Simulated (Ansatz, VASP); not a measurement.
**Two plane-wave programs on BAs**

The input INCAR:

```
SYSTEM = BAs
PREC     = Accurate       ! precision mode
ENCUT    = 520            ! plane-wave cutoff, eV
EDIFF    = 1E-7           ! SCF threshold, eV
ISMEAR   = -1             ! smearing method
SIGMA    = 0.05           ! smearing width, eV
LREAL    = .FALSE.        ! projectors in reciprocal space
LASPH    = .TRUE.         ! aspherical terms in the spheres
NELM     = 80             ! most SCF steps
ALGO     = Normal         ! electronic algorithm
ISIF     = 2              ! what is computed and relaxed
LWAVE    = .FALSE.        ! write WAVECAR
LCHARG   = .TRUE.         ! write CHGCAR
GGA      = RP             ! functional
LELF     = .TRUE.         ! ELF
LVHAR    = .TRUE.       
NBANDS   = 11             ! bands
```

Contents of KPOINTS:

```
Automatic mesh
0
G
  10 10 10
  0 0 0
```

POSCAR

```
BAs
1.0
    0.0000000000      2.3885000000      2.3885000000
    2.3885000000      0.0000000000      2.3885000000
    2.3885000000      2.3885000000      0.0000000000
As B
1 1
Direct
    0.7500000000      0.7500000000      0.7500000000
    0.0000000000      0.0000000000      0.0000000000
```

Contents of input.yaml:

```yaml
crystal:
  lattice:
    - [0.0, 2.3885, 2.3885]
    - [2.3885, 0.0, 2.3885]
    - [2.3885, 2.3885, 0.0]
  atoms:
    - { symbol: As, position: [0.75, 0.75, 0.75] }
    - { symbol: B, position: [0.0, 0.0, 0.0] }
hamiltonian:
  xc: rpbe
  pseudopotentials: { kind: paw }
kpoints:
  mp_grid: { grid: [10, 10, 10] }
scf:
  occupations: { method: fermi_dirac, width: 0.05 }
output:
  forces: true
  stress: true
  eigenvalues: true
  write_density: true
  write_potential: true
  elf: true
  volumetric_format: npy
```

Alike in both runs: task single point; functional RPBE; k mesh 10 × 10 × 10; occupations fermi-dirac, width 0.05 eV; no spin polarisation.

|  | VASP | Ansatz |
| --- | --- | --- |
| version | VASP 6.6.1 | Ansatz 0.2.0 |
| potentials or method | VASP PAW PBE potentials, release 64 (As, B) | Ansatz PAW |
| plane-wave cutoff (eV) | 520 | 420 |
| valence electrons in the cell | 8 | 18 |

|  | VASP | Ansatz | Ansatz less VASP |
| --- | --- | --- | --- |
| gap on the k mesh at the Fermi level (eV) | 1.21 | 1.22 | +0.010 |
| least direct gap on the mesh (eV) | 3.28 | 3.28 | +0.007 |
| pressure (GPa) | 6.0 | 5.4 | -0.57 |

VASP's potentials were made for PBE, not for RPBE. VASP's potentials hold 8 valence electrons a cell and Ansatz's 18, so a difference there can come from the potentials and not from the codes.
